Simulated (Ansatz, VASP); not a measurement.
# Two plane-wave programs on KI

POSCAR

```
KI
1.0
    0.0000000000      3.5327750000      3.5327750000
    3.5327750000      0.0000000000      3.5327750000
    3.5327750000      3.5327750000      0.0000000000
I K
1 1
Direct
    0.5000000000      0.5000000000      0.5000000000
    0.0000000000      0.0000000000      0.0000000000
```

INCAR.step1

```
  ALGO = Normal
  EDIFF = 1E-5
  ENCUT = 520
  GGA = PE
  ISIF = 2
  ISMEAR = -1
  LASPH = T
  LCHARG = F
  LREAL = F
  LWAVE = T
  NBANDS = 15
  NELM = 80
  PREC = Accurate
  SIGMA = 0.05
```

The input INCAR.step2:

```
  ALGO = Normal
  EDIFF = 1E-7
  ENCUT = 520
  GGA = PE
  HFSCREEN = 0.2079
  ISIF = 2
  ISMEAR = -1
  ISTART = 1
  LASPH = T
  LCHARG = F
  LHFCALC = T
  LREAL = F
  LWAVE = F
  NBANDS = 15
  NELM = 80
  PREC = Accurate
  PRECFOCK = Normal
  SIGMA = 0.05
```

The input KPOINTS:

```
k-points
0
Gamma
  4 4 4
```

input

```
crystal:
  lattice:
    - [0.0, 3.532775, 3.532775]
    - [3.532775, 0.0, 3.532775]
    - [3.532775, 3.532775, 0.0]
  atoms:
    - { symbol: I, position: [0.5, 0.5, 0.5] }
    - { symbol: K, position: [0.0, 0.0, 0.0] }
hamiltonian:
  xc: hse06
  pseudopotentials: { kind: paw }
kpoints:
  mp_grid: { grid: [4, 4, 4] }
scf:
  occupations: { method: fermi_dirac, width: 0.05 }
output:
  forces: true
  stress: true
  eigenvalues: true
  write_density: true
  write_potential: true
  elf: true
  volumetric_format: npy
```

Alike in both runs: task single point; functional HSE06; k mesh 4 × 4 × 4; occupations fermi-dirac, width 0.05 eV; no spin polarisation.

|  | VASP | Ansatz |
| --- | --- | --- |
| version | VASP 6.6.1 | Ansatz 0.2.0 |
| potentials or method | VASP PAW PBE potentials, release 64 (I, K_sv) | Ansatz PAW |
| plane-wave cutoff (eV) | 520 | 420 |
| valence electrons in the cell | 16 | 26 |

Ansatz gave:

| Property | Result |
| --- | --- |
| gap on the k mesh at the Fermi level (eV) | 4.97 |
| least direct gap on the mesh (eV) | 4.97 |
| pressure (GPa) | 0.4 |

Question: What did VASP give for the same quantities?

Answer: gap on the k mesh at the Fermi level (eV): 4.95; least direct gap on the mesh (eV): 4.95; pressure (GPa): 0.4.

VASP's potentials hold 16 valence electrons a cell and Ansatz's 26, so a difference there can come from the potentials and not from the codes.

Neither program's run includes spin-orbit coupling.
